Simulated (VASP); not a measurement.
A run of VASP 6.6.1:

File INCAR:

```
SYSTEM = GeC2N4
PREC     = Accurate       ! precision mode
ENCUT    = 910            ! plane-wave cutoff, eV
EDIFF    = 1E-6           ! SCF threshold, eV
ISMEAR   = -1             ! smearing method
SIGMA    = 0.02           ! smearing width, eV
LREAL    = .False.        ! projectors in reciprocal space
LASPH    = .True.         ! aspherical terms in the spheres
NELM     = 120            ! most SCF steps
ALGO     = Normal         ! electronic algorithm
ISIF     = 2              ! what is computed and relaxed
LWAVE    = .False.        ! write WAVECAR
LCHARG   = .False.        ! write CHGCAR
GGA      = PE             ! functional
NBANDS   = 55             ! bands
GGA_COMPAT= .False.
```

KPOINTS

```
regular mesh
0
Gamma
  4 10 4
  0 0 0
```

The input POSCAR:

```
GeC2N4
1.0
    7.2920455160      0.0000000000      0.0235634114
    0.0000000000      2.6562092628      0.0000000000
   -3.6259291467      0.0000000000      5.7025215226
Ge C N
2 4 8
Direct
    0.5798447526      0.5000000000      0.7989416848
    0.8476674662      0.0000000000      0.2635289982
    0.7888775445      0.0000000000      0.6061235227
    0.2211743411      0.5000000000      0.3991772898
    0.1724374203      0.5000000000      0.7588408409
    0.4008761703      0.0000000000      0.1927292715
    0.2873747529      0.5000000000      0.6398045999
    0.6484917715      0.0000000000      0.3516491105
    0.7712613377      0.5000000000      0.7099556639
    0.6206961676      0.0000000000      0.9769464951
    0.0212850675      0.0000000000      0.6595960780
    1.0023236633      0.5000000000      0.2443780817
    0.3309390319      0.0000000000      0.3662189788
    0.3067505127      0.5000000000      0.0321093843
```

Potentials or basis: VASP PAW PBE potentials, release 64 (Ge_d, C_h, N_h).

Launch:

```console
$ cat potpaw_PBE.64/Ge_d/POTCAR potpaw_PBE.64/C_h/POTCAR potpaw_PBE.64/N_h/POTCAR > POTCAR
$ mpirun -np 1 vasp_std > vasp.out
```

Hardware: 1 thread of Intel(R) Xeon(R) Platinum 8559C (Emerald Rapids) (shared host).

**Question.** Estimate the wall time of this run.

**Answer.** Wall time 14 min on 1 thread of Intel(R) Xeon(R) Platinum 8559C (Emerald Rapids), with other jobs on the host, peak memory 0.8 GiB. Counts: scf iterations 16, k points 60.
